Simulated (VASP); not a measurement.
# Sr (Pm-3m) in VASP: a series of runs

The runs below take Sr through single point, with LDA.

All numbers are computed with VASP 6.6.1; they aren't measurements. Logs are shortened: lines on timing, memory, paths and dates and some standing lists are left out, and cuts for length are marked.

**1. The cell of the first run**

The structure is cubic, space group Pm-3m (No. 221). Conventional cell: a = 3.519 Å, b = 3.519 Å, c = 3.519 Å, α = 90.00°, β = 90.00°, γ = 90.00°. Sr (site symmetry m-3m) has 6 Sr at 3.52 Å within 4.6 Å.

This isn't the form of Sr at room conditions, which is fcc.

**2. Single point, LDA (43.57 Å³/atom)**

INCAR reads:

```
SYSTEM = Sr
  ALGO = Normal
  EDIFF = 1E-6
  ENCUT = 520
  GGA = CA
  ISIF = 2
  ISMEAR = -1
  LASPH = .TRUE.
  LCHARG = .FALSE.
  LREAL = .FALSE.
  LWAVE = .FALSE.
  NBANDS = 11
  NELM = 100
  PREC = Accurate
  SIGMA = 0.05
```

KPOINTS reads:

```
k-points
0
G
  10 10 10
  0 0 0
```

POSCAR reads:

```
Sr
1.0
    3.5188451561      0.0000000000      0.0000000000
    0.0000000000      3.5188451561      0.0000000000
    0.0000000000      0.0000000000      3.5188451561
Sr
1
Direct
    0.0000000000      0.0000000000      0.0000000000
```

Potentials or basis: VASP PAW LDA potentials, release 64 (Sr_sv).

On the command line:

```console
> cat potpaw_LDA.64/Sr_sv/POTCAR > POTCAR
> mpirun -np 1 vasp_std > vasp.out
```

OUTCAR:

```text
SYSTEM = Sr
   EDIFF = 1E-6
   ENCUT = 520
   GGA = CA
   ISIF = 2
   ISMEAR = -1
   LASPH = .TRUE.
   LREAL = .FALSE.
   NELM = 100
   PREC = Accurate

 ion  position               nearest neighbor table
   1  0.000  0.000  0.000-

  LATTYP: Found a simple cubic cell.
 ALAT       =     3.5188451561

  Lattice vectors:

 A1 = (   3.5188451561,   0.0000000000,   0.0000000000)
 A2 = (   0.0000000000,   3.5188451561,   0.0000000000)
 A3 = (   0.0000000000,   0.0000000000,   3.5188451561)

Analysis of symmetry for initial positions (statically):
=====================================================================
 Subroutine PRICEL returns:
 Original cell was already a primitive cell.

 Routine SETGRP: Setting up the symmetry group for a
 simple cubic supercell.

 Subroutine GETGRP returns: Found 48 space group operations
 (whereof 48 operations were pure point group operations)
 out of a pool of 48 trial point group operations.

The static configuration has the point symmetry O_h .

Analysis of symmetry for dynamics (positions and initial velocities):
=====================================================================
 Subroutine PRICEL returns:
 Original cell was already a primitive cell.

 Routine SETGRP: Setting up the symmetry group for a
 simple cubic supercell.

 Subroutine GETGRP returns: Found 48 space group operations
 (whereof 48 operations were pure point group operations)
 out of a pool of 48 trial point group operations.

The dynamic configuration has the point symmetry O_h .

 Subroutine INISYM returns: Found 48 space group operations
 (whereof 48 operations are pure point group operations),
 and found     1 'primitive' translations

----------------------------------------------------------------------------------------

                                     Primitive cell

  volume of cell :      43.5713

  direct lattice vectors                    reciprocal lattice vectors
     3.518845156  0.000000000  0.000000000     0.284184144  0.000000000  0.000000000
     0.000000000  3.518845156  0.000000000     0.000000000  0.284184144  0.000000000
     0.000000000  0.000000000  3.518845156     0.000000000  0.000000000  0.284184144

  length of vectors
     3.518845156  3.518845156  3.518845156     0.284184144  0.284184144  0.284184144

  position of ions in fractional coordinates (direct lattice)
     0.000000000  0.000000000  0.000000000

  ion indices of the primitive-cell ions
   primitive index   ion index
                 1           1

----------------------------------------------------------------------------------------

 KPOINTS: k-points

Automatic generation of k-mesh.
 Grid dimensions read from file:
 generate k-points for:   10   10   10

 Generating k-lattice:

  Cartesian coordinates                     Fractional coordinates (reciprocal lattice)
     0.028418414  0.000000000  0.000000000     0.100000000  0.000000000  0.000000000
     0.000000000  0.028418414  0.000000000     0.000000000  0.100000000  0.000000000
     0.000000000  0.000000000  0.028418414     0.000000000  0.000000000  0.100000000

  Length of vectors
     0.028418414  0.028418414  0.028418414

  Shift w.r.t. Gamma in fractional coordinates (k-lattice)
     0.000000000  0.000000000  0.000000000

 Subroutine IBZKPT returns following result:
 ===========================================

 Found     56 irreducible k-points:

 Following reciprocal coordinates:
            Coordinates               Weight
  0.000000  0.000000  0.000000      1.000000
  0.100000  0.000000  0.000000      6.000000
  0.200000  0.000000  0.000000      6.000000
  0.300000  0.000000  0.000000      6.000000
  0.400000  0.000000  0.000000      6.000000
  0.500000  0.000000  0.000000      3.000000
[... 16 lines left out ...]
  0.200000  0.100000  0.100000     24.000000
  0.300000  0.100000  0.100000     24.000000
 [... further k-points ...]
   k-points           NKPTS =     56   k-points in BZ     NKDIM =     56   number of bands    NBANDS=     11
   number of dos      NEDOS =    301   number of ions     NIONS =      1
   total plane-waves  NPLWV =  21952
   dimension x,y,z NGX =    28 NGY =   28 NGZ =   28
   dimension x,y,z NGXF=    56 NGYF=   56 NGZF=   56
   ions per type =               1
   NGX,Y,Z   is equivalent  to a cutoff of  13.23, 13.23, 13.23 a.u.
   NGXF,Y,Z  is equivalent  to a cutoff of  26.46, 26.46, 26.46 a.u.
 SYSTEM =  Sr
   PREC   = accura    normal or accurate (medium, high low for compatibility)
   ISTART =      0    job   : 0-new  1-cont  2-samecut
   ICHARG =      2    charge: 1-file 2-atom 10-const
   ISPIN  =      1    spin polarized calculation?
   LNONCOLLINEAR =      F non collinear calculations
   LSORBIT =      F    spin-orbit coupling
   LASPH  =      T    aspherical Exc in radial PAW
   ENCUT  =  520.0 eV  38.22 Ry    6.18 a.u.   6.54  6.54  6.54*2*pi/ulx,y,z
   NELM   =    100;   NELMIN=  2; NELMDL= -5     # of ELM steps
   EDIFF  = 0.1E-05   stopping-criterion for ELM
   LREAL  =      F    real-space projection
[... 7 lines left out ...]
   TEBEG  =    0.0;   TEEND  =   0.0 temperature during run
   PSTRESS=    0.0 pullay stress
   NELECT =      10.0000    total number of electrons
   NUPDOWN=      -1.0000    fix difference up-down
   EMIN   =  10.00;   EMAX   =-10.00  energy-range for DOS
   EFERMI =   0.00;   METHOD = LEGACY
   ISMEAR =    -1;   SIGMA  =   0.05  broadening in eV -4-tet -1-fermi 0-gaus
   EFERMI_NEDOS =   21; number of points for ismear=-14 and -15
   IALGO  =     38    algorithm
   IMIX   =      4    mixing-type and parameters
     AMIX     =   0.40;   BMIX     =  1.00
     AMIX_MAG =   1.60;   BMIX_MAG =  1.00
  volume/ion in A,a.u.               =      43.57       294.03
  Fermi-wavevector in a.u.,A,eV,Ry     =   1.002324  1.894117 13.669132  1.004653
  Thomas-Fermi vector in A             =   2.134803
   LORBIT       =      0    0 simple, 1 ext, 2 COOP (PROOUT), +10 PAW based schemes
   GGA     = CA    functional components
   LHFCALC =     F    Hartree Fock is set to
   AEXX    =    0.0000 exact exchange contribution
   IVDW    =     0    specifies the selected vdW correction
   LEPSILON=     F    determine dielectric tensor
   LRPA    =     F    only Hartree local field effects (RPA)
 non-spin polarized calculation
  energy-cutoff  :      520.00
  volume of cell :       43.57
 maximum number of plane-waves:      1208
 NGX is ok and might be reduce to    28
   NGX = 13   NGY = 13   NGZ = 13

 number of electron      10.0000000 magnetization

 Free energy of the ion-electron system (eV)
  ---------------------------------------------------
  ext. energy  EPLUGINS =         0.00000000
  ---------------------------------------------------
  free energy    TOTEN  =        -1.50662005 eV

  energy without entropy =       -1.50153268  energy(sigma->0) =       -1.50407636

 E-fermi :   2.0308     XC(G=0):  -8.3090

 val. band max:        1.9377974081   @ k =   0.5000   0.2000   0.1000
 cond. band min:       2.1354042939   @ k =   0.4000   0.4000   0.4000
 fundamental gap:      0.1976068858
 Fermi energy:         2.0307954025

 k-point     1 :       0.0000    0.0000    0.0000
  band No.  band energies     occupation
      1     -34.1870      2.00000
      2     -15.9920      2.00000
      3     -15.9920      2.00000
      4     -15.9920      2.00000
      5      -1.6106      2.00000
      6       2.5798      0.00003
      7       2.5798      0.00003
      8       8.1433      0.00000
      9       8.1433      0.00000
     10       8.1433      0.00000
     11      11.1662      0.00000

 k-point     2 :       0.1000    0.0000    0.0000
  band No.  band energies     occupation
      1     -34.1817      2.00000
      2     -16.0585      2.00000
      3     -15.9864      2.00000
      4     -15.9864      2.00000
      5      -1.4395      2.00000
      6       2.6382      0.00001
      7       2.7086      0.00000
      8       7.7180      0.00000
      9       7.7180      0.00000
     10       8.1682      0.00000
     11      10.4146      0.00000

 k-point     3 :       0.2000    0.0000    0.0000
  band No.  band energies     occupation
      1     -34.1677      2.00000
      2     -16.2280      2.00000
      3     -15.9716      2.00000
      4     -15.9716      2.00000
      5      -0.9662      2.00000
      6       2.7992      0.00000
      7       2.9903      0.00000
      8       6.9335      0.00000
      9       6.9335      0.00000
     10       8.2349      0.00000
     11       9.3361      0.00000

 k-point     4 :       0.3000    0.0000    0.0000
  band No.  band energies     occupation
      1     -34.1504      2.00000
      2     -16.4292      2.00000
      3     -15.9533      2.00000
      4     -15.9533      2.00000
      5      -0.2850      2.00000
      6       3.0178      0.00000
      7       3.0847      0.00000
      8       6.2372      0.00000
      9       6.2372      0.00000
     10       8.3199      0.00000
     11       8.9212      0.00000
[... 239 lines left out ...]
 k-point    22 :       0.1000    0.1000    0.1000
  band No.  band energies     occupation
      1     -34.1711      2.00000
      2     -16.0549      2.00000
      3     -16.0423      2.00000
      4     -16.0423      2.00000
      5      -1.1018      2.00000
      6       2.8671      0.00000
      7       2.8671      0.00000
      8       7.0370      0.00000
      9       7.4387      0.00000
     10       7.4387      0.00000
     11      11.1722      0.00000

 k-point    23 :       0.2000    0.1000    0.1000
  band No.  band energies     occupation
      1     -34.1572      2.00000
      2     -16.2146      2.00000
      3     -16.0343      2.00000
      4     -16.0268      2.00000
      5      -0.6386      2.00000
      6       3.0278      0.00000
      7       3.1665      0.00000
      8       6.3539      0.00000
      9       6.5903      0.00000
     10       7.4841      0.00000
     11      10.2569      0.00000

 k-point    24 :       0.3000    0.1000    0.1000
  band No.  band energies     occupation
      1     -34.1400      2.00000
      2     -16.4134      2.00000
      3     -16.0148      2.00000
      4     -16.0076      2.00000
      5       0.0271      2.00000
      6       3.1981      0.00000
      7       3.2553      0.00000
      8       5.8217      0.00000
      9       5.9887      0.00000
     10       7.6050      0.00000
     11       9.5824      0.00000

 [... further k-points ...]

------------------------ aborting loop because EDIFF is reached ----------------------------------------

  FORCE on cell =-STRESS in cart. coord.  units (eV):
  Direction    XX          YY          ZZ          XY          YZ          ZX
  --------------------------------------------------------------------------------------
  -------------------------------------------------------------------------------------
  Total        0.3292586      0.3292586      0.3292586      0.0000000      0.0000000      0.0000000
  in kB       12.1072987     12.1072987     12.1072987      0.0000000      0.0000000      0.0000000
  external PRESSURE =      12.1072987 kB  Pullay stress =       0.0000000 kB

 VOLUME and BASIS-vectors are now :
 -----------------------------------------------------------------------------
  energy-cutoff  :      520.00
  volume of cell :       43.57
      direct lattice vectors                 reciprocal lattice vectors
     3.518845156  0.000000000  0.000000000     0.284184144  0.000000000  0.000000000
     0.000000000  3.518845156  0.000000000     0.000000000  0.284184144  0.000000000
     0.000000000  0.000000000  3.518845156     0.000000000  0.000000000  0.284184144

 POSITION                                       TOTAL-FORCE (eV/Angst)
 -----------------------------------------------------------------------------------
      0.00000      0.00000      0.00000         0.000000      0.000000      0.000000
 -----------------------------------------------------------------------------------
    total drift:                                0.000000     -0.000000     -0.000000

  FREE ENERGIE OF THE ION-ELECTRON SYSTEM (eV)
  ---------------------------------------------------
  free  energy   TOTEN  =        -1.5066200467 eV

  energy  without entropy=       -1.5015326767  energy(sigma->0) =       -1.50407636
```

Run time: 23 s. Hardware: 1 thread of AMD EPYC 7R13, shared host; peak memory 0.12 GiB.

What came out:

| Quantity | Value |
| --- | --- |
| Free energy | -1.5066 eV |
| Pressure | 1.2 GPa |
| Band gap on the k mesh | zero (bands 5 and 6 overlap by 0.45 eV) |

**3. Single point, LDA**

This run uses another cell than the first one, of 48.41 Å³/atom.

INCAR reads:

```
PREC = Accurate ; ENCUT = 520
EDIFF = 1E-6 ; ISMEAR = -1
SIGMA = 0.05 ; LREAL = F
LASPH = T ; NELM = 60
ALGO = Normal ; ISIF = 2
LWAVE = F ; LCHARG = F
GGA = CA ; NBANDS = 11
```

KPOINTS reads:

```
Automatic mesh
0
Gamma
  10 10 10
```

POSCAR reads:

```
Sr
1.0
    3.6446233508      0.0000000000      0.0000000000
    0.0000000000      3.6446233508      0.0000000000
    0.0000000000      0.0000000000      3.6446233508
Sr
1
Direct
    0.0000000000      0.0000000000      0.0000000000
```

Potentials or basis: VASP PAW LDA potentials, release 64 (Sr_sv).

On the command line:

```console
> cat potpaw_LDA.64/Sr_sv/POTCAR > POTCAR
> mpirun -np 1 vasp_std > vasp.out
```

It took 23 s on 1 thread of AMD EPYC 7R13, shared host; peak memory 0.13 GiB.

Results (log left out):

* Free energy: -1.5228 eV
* Pressure: 0.0 GPa
* Band gap on the k mesh: zero (bands 5 and 6 overlap by 0.57 eV)

Levels at points of the mesh, in eV from the Fermi level:
```tsv
k point	band 1	band 2	band 3	band 4	band 5	band 6	band 7	band 8	band 9	band 10
(0.00, 0.00, 0.00)	-36.38	-18.25	-18.25	-18.25	-3.57	0.58	0.58	5.58	5.58	5.58
(0.50, 0.00, 0.00)	-36.34	-18.73	-18.21	-18.21	-1.20	0.12	1.23	3.35	3.35	5.82
(0.50, 0.50, 0.00)	-36.31	-18.67	-18.67	-18.17	-0.71	0.82	2.93	2.93	3.87	3.87
(0.50, 0.50, 0.50)	-36.27	-18.61	-18.61	-18.61	0.42	0.42	0.42	4.91	6.25	6.25
```

**4. Single point, LDA**

This run uses another cell than the first one, of 48.41 Å³/atom.

INCAR reads:

```
SYSTEM = Sr
PREC     = Accurate       ! precision mode
ENCUT    = 520            ! plane-wave cutoff, eV
EDIFF    = 1E-7           ! SCF threshold, eV
ISMEAR   = -1             ! smearing method
SIGMA    = 0.05           ! smearing width, eV
LREAL    = .False.        ! projectors in reciprocal space
LASPH    = .True.         ! aspherical terms in the spheres
NELM     = 80             ! most SCF steps
ALGO     = Normal         ! electronic algorithm
ISIF     = 2              ! what is computed and relaxed
LWAVE    = .False.        ! write WAVECAR
LCHARG   = .False.        ! write CHGCAR
GGA      = CA             ! functional
NBANDS   = 11             ! bands
```

KPOINTS reads:

```
Automatic mesh
0
Gamma
  10 10 10
  0 0 0
```

POSCAR is that of step 3.

On the command line:

```console
> cat potpaw_LDA.64/Sr_sv/POTCAR > POTCAR
> mpirun -np 1 vasp_std > vasp.out
```

Wall time 23 s (1 thread of AMD EPYC 7R13, shared host); peak memory 0.13 GiB.

The run converged. Its results:

- Free energy: -1.5228 eV
- Pressure: 0.0 GPa
- Band gap on the k mesh: zero (bands 5 and 6 overlap by 0.57 eV)

Levels at points of the mesh, in eV from the Fermi level:
```tsv
k point	band 1	band 2	band 3	band 4	band 5	band 6	band 7	band 8	band 9	band 10
(0.00, 0.00, 0.00)	-36.38	-18.25	-18.25	-18.25	-3.57	0.58	0.58	5.58	5.58	5.58
(0.50, 0.00, 0.00)	-36.34	-18.73	-18.21	-18.21	-1.20	0.12	1.23	3.35	3.35	5.82
(0.50, 0.50, 0.00)	-36.31	-18.67	-18.67	-18.17	-0.71	0.83	2.93	2.93	3.87	3.87
(0.50, 0.50, 0.50)	-36.27	-18.61	-18.61	-18.61	0.42	0.42	0.42	4.91	6.25	6.25
```
